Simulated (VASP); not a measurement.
**Zr4H: single point with PBE**

Crystal: Zr4H.

```xyz
5
Lattice="4.0663 0.0000 0.0000 0.0000 4.0663 0.0000 0.0000 0.0000 4.0663" Properties=species:S:1:pos:R:3 pbc="T T T"
Zr    0.0000    2.0332    2.0332
Zr    2.0332    2.0332    0.0000
Zr    2.0332    0.0000    2.0332
Zr    0.0000    0.0000    0.0000
H     2.0332    2.0332    2.0332
```

The cell was generated, and may not be a known phase.

| Item | Value |
| --- | --- |
| Program | VASP 6.6.1 |
| Task | single point |
| Functional | PBE |
| Potentials or basis | VASP PAW PBE potentials, release 64 (Zr_sv, H) |
| Cutoff | 520 eV |
| k mesh | 4 × 4 × 4 |
| Occupations | gaussian, width 0.1 eV |
| Spin | no spin polarisation |

```yaml
Pressure: 59.0 GPa
Band_gap_on_the_k_mesh: zero (an odd number of electrons rules out a gap without spin polarisation)
```

Levels at points of the mesh, in eV from the Fermi level:
| k point | band 20 | band 21 | band 22 | band 23 | band 24 | band 25 | band 26 | band 27 | band 28 | band 29 |
| --- | --- | --- | --- | --- | --- | --- | --- | --- | --- | --- |
| (0.00, 0.00, 0.00) | -4.39 | -3.58 | -3.58 | -3.58 | 0.97 | 0.97 | 0.97 | 4.57 | 4.57 | 5.44 |
| (0.50, 0.00, 0.00) | -2.51 | -1.95 | -1.75 | -0.42 | -0.42 | -0.37 | -0.37 | 1.11 | 1.78 | 2.82 |
| (0.50, 0.50, 0.00) | -1.40 | -1.33 | -0.75 | -0.53 | -0.53 | -0.48 | -0.48 | -0.44 | -0.44 | 2.05 |
| (0.50, 0.50, 0.50) | -3.97 | -3.71 | 0.21 | 0.21 | 0.21 | 0.71 | 0.71 | 0.71 | 0.75 | 0.75 |

Wall time 11 s on 1 thread of Intel(R) Xeon(R) 6975P-C (Granite Rapids) (shared host), peak memory 0.17 GiB.

Caveat: the k points lie up to 0.39 Å⁻¹ apart, too coarse for converged energies and pressures of a metal.
